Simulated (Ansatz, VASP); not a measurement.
## SnTe: VASP beside Ansatz

File INCAR:

```
SYSTEM = SnTe
PREC     = Accurate       ! precision mode
ENCUT    = 520            ! plane-wave cutoff, eV
EDIFF    = 1E-8           ! SCF threshold, eV
ISMEAR   = -1             ! smearing method
SIGMA    = 0.08           ! smearing width, eV
LREAL    = .False.        ! projectors in reciprocal space
LASPH    = .True.         ! aspherical terms in the spheres
NELM     = 60             ! most SCF steps
ALGO     = Normal         ! electronic algorithm
ISIF     = 2              ! what is computed and relaxed
LWAVE    = .False.        ! write WAVECAR
LCHARG   = .False.        ! write CHGCAR
GGA      = CA             ! functional
LEFG     = .True.       
NBANDS   = 17             ! bands
```

File KPOINTS:

```
Automatic mesh
0
Gamma
  11 11 11
  0 0 0
```

File POSCAR:

```
SnTe
1.0
    0.0000000000      3.2082551003      3.2082551003
    3.2082551003      0.0000000000      3.2082551003
    3.2082551003      3.2082551003      0.0000000000
Sn Te
1 1
Direct
    0.0000000000      0.0000000000      0.0000000000
    0.5000000000      0.5000000000      0.5000000000
```

Input for Ansatz:

```yaml
crystal:
  lattice:
    - [0.0, 3.2082551003, 3.2082551003]
    - [3.2082551003, 0.0, 3.2082551003]
    - [3.2082551003, 3.2082551003, 0.0]
  atoms:
    - { symbol: Sn, position: [0.0, 0.0, 0.0] }
    - { symbol: Te, position: [0.5, 0.5, 0.5] }
kpoints:
  mp_grid: { grid: [11, 11, 11] }
scf:
  occupations: { method: fermi_dirac, width: 0.08 }
hamiltonian:
  xc: lda
  pseudopotentials: { kind: all_electron, datasets: crystal }
output:
  forces: true
  stress: true
  eigenvalues: true
  efg: { contact_densities: true }
```

Change from the starting cell: volume scaled by 1.05, crystal datasets.

Alike in both runs: task electric field gradients; functional LDA; k mesh 11 × 11 × 11; occupations fermi-dirac, width 0.08 eV; no spin polarisation.

```csv
,VASP,Ansatz
version,VASP 6.6.1,Ansatz 0.2.0
potentials or method,"VASP PAW LDA potentials, release 64 (Sn_d, Te), cutoff 520 eV","all-electron PAW with datasets made for the crystal, scalar-relativistic"
```

|  | VASP | Ansatz | Ansatz less VASP |
| --- | --- | --- | --- |
| pressure (GPa) | -3.5 | -3.6 | -0.02 |

LDA's correlation is that of Perdew and Zunger in VASP and of Perdew and Wang (1992) in Ansatz. Ansatz ran all-electron here, and VASP with PAW potentials.

Spin-orbit coupling is off throughout.
